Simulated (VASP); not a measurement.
# Ni (Fm-3m) in VASP: single point with PBE

Aim: the single point of Ni with PBE.

Program: VASP 6.6.1. These are calculated values, not measurements. Logs are shortened: lines on timing, memory, paths and dates and some standing lists are left out, and cuts for length are marked.

### 1 The cell of the first run

Symmetry: Fm-3m, No. 225, cubic system. Conventional cell: a = 3.518 Å, b = 3.518 Å, c = 3.518 Å, α = 90.00°, β = 90.00°, γ = 90.00°. Within 3.3 Å of Ni (site symmetry m-3m) lie 12 Ni at 2.49 Å.

### 2 Single point, PBE, collinear spin, antiferromagnetic start

Input file INCAR:

```
SYSTEM = Ni
PREC = Accurate
ENCUT = 520
EDIFF = 1E-7
ISMEAR = 0
SIGMA = 0.05
LREAL = .FALSE.
LASPH = .TRUE.
NELM = 150
ALGO = Fast
ISIF = 2
LWAVE = .FALSE.
LCHARG = .FALSE.
ISPIN = 2
MAGMOM = 0.8 -0.8
LORBIT = 11
LMAXMIX = 4
GGA = PE
NBANDS = 21
```

Input file KPOINTS:

```
regular mesh
0
G
  20 20 10
  0 0 0
```

Input file POSCAR:

```
Ni
1.0
    0.0000000000      1.7591346696      1.7591346696
    1.7591346696      0.0000000000      1.7591346696
    3.5182693392      3.5182693392      0.0000000000
Ni
2
Direct
    0.0000000000      0.0000000000      0.0000000000
    0.0000000000      0.0000000000      0.5000000000
```

Potentials or basis: VASP PAW PBE potentials, release 64 (Ni).

Command:

```
$ cat potpaw_PBE.64/Ni/POTCAR > POTCAR
$ mpirun -np 1 vasp_std > vasp.out
```

OUTCAR:

```text
SYSTEM = Ni
   PREC = Accurate
   ENCUT = 520
   EDIFF = 1E-7
   ISMEAR = 0
   LREAL = .FALSE.
   LASPH = .TRUE.
   NELM = 150
   ISIF = 2
   ISPIN = 2
   LORBIT = 11
   GGA = PE

 ion  position               nearest neighbor table
   1  0.000  0.000  0.000-   2 2.49   2 2.49   2 2.49   2 2.49   2 2.49   2 2.49
   2  0.000  0.000  0.500-   1 2.49   1 2.49   1 2.49   1 2.49   1 2.49   1 2.49

  LATTYP: Found a trigonal (rhomboedric) cell.
 ALAT       =     4.3089823294
 COS(alpha) =     0.8333333333

  Lattice vectors:

 A1 = (   3.5182693392,   1.7591346696,  -1.7591346696)
 A2 = (   1.7591346696,   1.7591346696,  -3.5182693392)
 A3 = (   1.7591346696,   3.5182693392,  -1.7591346696)

Analysis of symmetry for initial positions (statically):
=====================================================================
 Subroutine PRICEL returns following result:

  LATTYP: Found a face centered cubic cell.
 ALAT       =     3.5182693392
[... 12 lines left out ...]
 Subroutine GETGRP returns: Found 12 space group operations
 (whereof 12 operations were pure point group operations)
 out of a pool of 12 trial point group operations.

The static configuration has the point symmetry D_3d.

Analysis of symmetry for dynamics (positions and initial velocities):
=====================================================================
 Subroutine PRICEL returns following result:

  LATTYP: Found a face centered cubic cell.
 ALAT       =     3.5182693392
[... 12 lines left out ...]
 Subroutine GETGRP returns: Found 12 space group operations
 (whereof 12 operations were pure point group operations)
 out of a pool of 12 trial point group operations.

The dynamic configuration has the point symmetry D_3d.

Analysis of structural, dynamic, and magnetic symmetry:
=====================================================================
 Subroutine PRICEL returns following result:

  LATTYP: Found a face centered cubic cell.
 ALAT       =     3.5182693392
[... 12 lines left out ...]
 Subroutine GETGRP returns: Found 12 space group operations
 (whereof 12 operations were pure point group operations)
 out of a pool of 12 trial point group operations.

The overall configuration has the point symmetry D_3d.

 Subroutine INISYM returns: Found 12 space group operations
 (whereof 12 operations are pure point group operations),
 and found     2 'primitive' translations

----------------------------------------------------------------------------------------

                                     Primitive cell

  volume of cell :      10.8875

  direct lattice vectors                    reciprocal lattice vectors
     0.000000000  1.759134670  1.759134670    -0.284230655  0.284230655  0.284230655
     1.759134670  0.000000000  1.759134670     0.284230655 -0.284230655  0.284230655
     1.759134670  1.759134670  0.000000000     0.284230655  0.284230655 -0.284230655

  length of vectors
     2.487792108  2.487792108  2.487792108     0.492301936  0.492301936  0.492301936

  position of ions in fractional coordinates (direct lattice)
     0.000000000  0.000000000  0.000000000

  ion indices of the primitive-cell ions
   primitive index   ion index
                 1           1

----------------------------------------------------------------------------------------

 KPOINTS: regular mesh

Automatic generation of k-mesh.
 Grid dimensions read from file:
 generate k-points for:   20   20   10

 Generating k-lattice:

  Cartesian coordinates                     Fractional coordinates (reciprocal lattice)
    -0.014211533  0.014211533  0.014211533     0.050000000  0.000000000  0.000000000
     0.014211533 -0.014211533  0.014211533     0.000000000  0.050000000  0.000000000
     0.014211533  0.014211533 -0.014211533     0.000000000  0.000000000  0.100000000

  Length of vectors
     0.024615097  0.024615097  0.024615097

  Shift w.r.t. Gamma in fractional coordinates (k-lattice)
     0.000000000  0.000000000  0.000000000

 -----------------------------------------------------------------------------
|                                                                             |
|           W    W    AA    RRRRR   N    N  II  N    N   GGGG   !!!           |
|           W    W   A  A   R    R  NN   N  II  NN   N  G    G  !!!           |
|           W    W  A    A  R    R  N N  N  II  N N  N  G       !!!           |
|           W WW W  AAAAAA  RRRRR   N  N N  II  N  N N  G  GGG   !            |
[... 21 lines left out ...]
  0.050000  0.000000  0.000000      6.000000
  0.100000  0.000000  0.000000      6.000000
  0.150000  0.000000  0.000000      6.000000
  0.200000  0.000000  0.000000      6.000000
  0.250000  0.000000  0.000000      6.000000
[... 16 lines left out ...]
 -0.400000  0.050000  0.000000     12.000000
 -0.350000  0.050000  0.000000     12.000000
 [... further k-points ...]
   k-points           NKPTS =    396   k-points in BZ     NKDIM =    396   number of bands    NBANDS=     21
   number of dos      NEDOS =    301   number of ions     NIONS =      2
   total plane-waves  NPLWV =  16000
   dimension x,y,z NGX =    20 NGY =   20 NGZ =   40
   dimension x,y,z NGXF=    40 NGYF=   40 NGZF=   80
   ions per type =               2
   NGX,Y,Z   is equivalent  to a cutoff of  13.36, 13.36, 13.36 a.u.
   NGXF,Y,Z  is equivalent  to a cutoff of  26.73, 26.73, 26.73 a.u.
 SYSTEM =  Ni
   PREC   = accura    normal or accurate (medium, high low for compatibility)
   ISTART =      0    job   : 0-new  1-cont  2-samecut
   ICHARG =      2    charge: 1-file 2-atom 10-const
   ISPIN  =      2    spin polarized calculation?
   LNONCOLLINEAR =      F non collinear calculations
   LSORBIT =      F    spin-orbit coupling
   LASPH  =      T    aspherical Exc in radial PAW
   ENCUT  =  520.0 eV  38.22 Ry    6.18 a.u.   4.63  4.63  9.25*2*pi/ulx,y,z
   NELM   =    150;   NELMIN=  2; NELMDL= -5     # of ELM steps
   EDIFF  = 0.1E-06   stopping-criterion for ELM
   LREAL  =      F    real-space projection
   EDIFFG = 0.1E-05   stopping-criterion for IOM
   NSW    =      0    number of steps for IOM
   IBRION =     -1    ionic relax: 0-MD 1-quasi-New 2-CG
   NFREE  =      0    steps in history (QN), initial steepest desc. (CG)
   ISIF   =      2    stress and relaxation
   ISYM   =      2    0-nonsym 1-usesym 2-fastsym
   POTIM  = 0.5000    time-step for ionic-motion
   TEBEG  =    0.0;   TEEND  =   0.0 temperature during run
   PSTRESS=    0.0 pullay stress
   NELECT =      20.0000    total number of electrons
   NUPDOWN=      -1.0000    fix difference up-down
   EMIN   =  10.00;   EMAX   =-10.00  energy-range for DOS
   EFERMI =   0.00;   METHOD = LEGACY
   ISMEAR =     0;   SIGMA  =   0.05  broadening in eV -4-tet -1-fermi 0-gaus
   EFERMI_NEDOS =   21; number of points for ismear=-14 and -15
   IALGO  =     68    algorithm
   IMIX   =      4    mixing-type and parameters
     AMIX     =   0.40;   BMIX     =  1.00
     AMIX_MAG =   1.60;   BMIX_MAG =  1.00
  volume/ion in A,a.u.               =      10.89        73.47
  Fermi-wavevector in a.u.,A,eV,Ry     =   1.591350  3.007216 34.455329  2.532395
  Thomas-Fermi vector in A             =   2.689904
   LORBIT       =     11    0 simple, 1 ext, 2 COOP (PROOUT), +10 PAW based schemes
   GGA     = PE    functional components
   LHFCALC =     F    Hartree Fock is set to
   AEXX    =    0.0000 exact exchange contribution
   IVDW    =     0    specifies the selected vdW correction
   LEPSILON=     F    determine dielectric tensor
   LRPA    =     F    only Hartree local field effects (RPA)
 spin polarized calculation
 RMM-DIIS sequential band-by-band and
 Gauss-broadening in eV      SIGMA  =   0.05
  energy-cutoff  :      520.00
  volume of cell :       21.77
 maximum number of plane-waves:       604
   NGX =  9   NGY =  9   NGZ = 19

 number of electron      20.0000019 magnetization      -0.0000000

 number of electron      20.0000019 magnetization       0.0000000

 Free energy of the ion-electron system (eV)
  ---------------------------------------------------
  ext. energy  EPLUGINS =         0.00000000
  ---------------------------------------------------
  free energy    TOTEN  =       -10.83954128 eV

  energy without entropy =      -10.83200214  energy(sigma->0) =      -10.83577171

 E-fermi :   9.1893     XC(G=0): -13.2500

 val. band max:        9.1887934608   @ k =  -0.0500   0.3000   0.1000
 cond. band min:       9.1900786741   @ k =   0.1500   0.0000   0.0000
 fundamental gap:      0.0012852134
 Fermi energy:         9.1893207370

 spin component 1

 k-point     1 :       0.0000    0.0000    0.0000
  band No.  band energies     occupation
      1       0.3435      1.00000
      2       4.7589      1.00000
      3       7.1643      1.00000
      4       7.1643      1.00000
      5       7.3421      1.00000
      6       7.4160      1.00000
[... 565 lines left out ...]
     20      35.3252      0.00000
     21      36.4926      0.00000

 [... further k-points ...]

 spin component 2

 k-point     1 :       0.0000    0.0000    0.0000
  band No.  band energies     occupation
      1       0.3435      1.00000
      2       4.7589      1.00000
      3       7.1643      1.00000
      4       7.1643      1.00000
      5       7.3421      1.00000
      6       7.4160      1.00000
[... 565 lines left out ...]
     20      35.3252      0.00000
     21      36.4934      0.00000

 [... further k-points ...]

------------------------ aborting loop because EDIFF is reached ----------------------------------------

  FORCE on cell =-STRESS in cart. coord.  units (eV):
  Direction    XX          YY          ZZ          XY          YZ          ZX
  --------------------------------------------------------------------------------------
  -------------------------------------------------------------------------------------
  Total       -0.1135987     -0.1135987     -0.1135987      0.0421659     -0.0421659     -0.0421659
  in kB       -8.3584716     -8.3584716     -8.3584716      3.1025203     -3.1025203     -3.1025203
  external PRESSURE =      -8.3584716 kB  Pullay stress =       0.0000000 kB

 VOLUME and BASIS-vectors are now :
 -----------------------------------------------------------------------------
  energy-cutoff  :      520.00
  volume of cell :       21.77
      direct lattice vectors                 reciprocal lattice vectors
     0.000000000  1.759134670  1.759134670    -0.284230655  0.284230655  0.284230655
     1.759134670  0.000000000  1.759134670     0.284230655 -0.284230655  0.284230655
     3.518269339  3.518269339  0.000000000     0.142115328  0.142115328 -0.142115328

 POSITION                                       TOTAL-FORCE (eV/Angst)
 -----------------------------------------------------------------------------------
      0.00000      0.00000      0.00000        -0.000000     -0.000000     -0.000000
      1.75913      1.75913      0.00000         0.000000      0.000000      0.000000
 -----------------------------------------------------------------------------------
    total drift:                               -0.000000     -0.000000     -0.000000

  FREE ENERGIE OF THE ION-ELECTRON SYSTEM (eV)
  ---------------------------------------------------
  free  energy   TOTEN  =       -10.8395412754 eV

  energy  without entropy=      -10.8320021366  energy(sigma->0) =      -10.83577171

 total charge

# of ion       s       p       d       tot
------------------------------------------
    1        0.494   0.493   8.323   9.310
    2        0.494   0.493   8.323   9.310
--------------------------------------------------
tot          0.989   0.986  16.646  18.621

 magnetization (x)

# of ion       s       p       d       tot
------------------------------------------
    1       -0.001   0.000   0.289   0.288
    2        0.001  -0.000  -0.289  -0.288
--------------------------------------------------
tot          0.000   0.000   0.000   0.000
```

Wall time 7.4 min (1 thread of Oxide Virtual Turin-like, shared host); peak memory 0.32 GiB.

What came out:

```yaml
Free_energy: -10.8395 eV
Pressure: -0.8 GPa
Band_gap_on_the_k_mesh: zero (filled and empty bands overlap)
Net_moment: 0.00 μB per cell
Site_moments: Ni +0.29, -0.29 μB
Valence_electrons_inside_the_program's_atomic_spheres: Ni 9.31
```

Levels at points of the mesh, in eV from the Fermi level:
Spin up:
| k point | band 6 | band 7 | band 8 | band 9 | band 10 | band 11 | band 12 | band 13 | band 14 | band 15 |
| --- | --- | --- | --- | --- | --- | --- | --- | --- | --- | --- |
| (0.00, 0.00, 0.00) | -1.77 | -1.77 | -0.75 | -0.75 | -0.14 | -0.02 | -0.02 | 6.05 | 22.31 | 23.81 |
| (0.50, 0.00, 0.00) | -0.21 | -0.15 | -0.10 | 0.03 | 0.23 | 0.25 | 2.60 | 6.05 | 9.52 | 15.00 |
| (0.00, 0.00, 0.50) | -1.85 | -1.49 | -1.49 | -0.75 | -0.75 | -0.57 | -0.57 | 14.62 | 14.71 | 23.90 |
| (0.50, 0.00, 0.50) | -1.72 | -1.11 | -0.94 | -0.19 | 0.21 | 2.50 | 2.71 | 8.70 | 8.76 | 14.77 |
Spin down:
```
           k point  band 7  band 8  band 9  band 10  band 11  band 12  band 13  band 14
(0.00, 0.00, 0.00)   -1.77   -0.75   -0.75    -0.14    -0.02    -0.02     6.05    22.31
(0.50, 0.00, 0.00)   -0.15   -0.10    0.03     0.23     0.25     2.60     6.05     9.52
(0.00, 0.00, 0.50)   -1.49   -1.49   -0.75    -0.75    -0.57    -0.57    14.62    14.71
(0.50, 0.00, 0.50)   -1.11   -0.94   -0.19     0.21     2.50     2.71     8.70     8.76
```
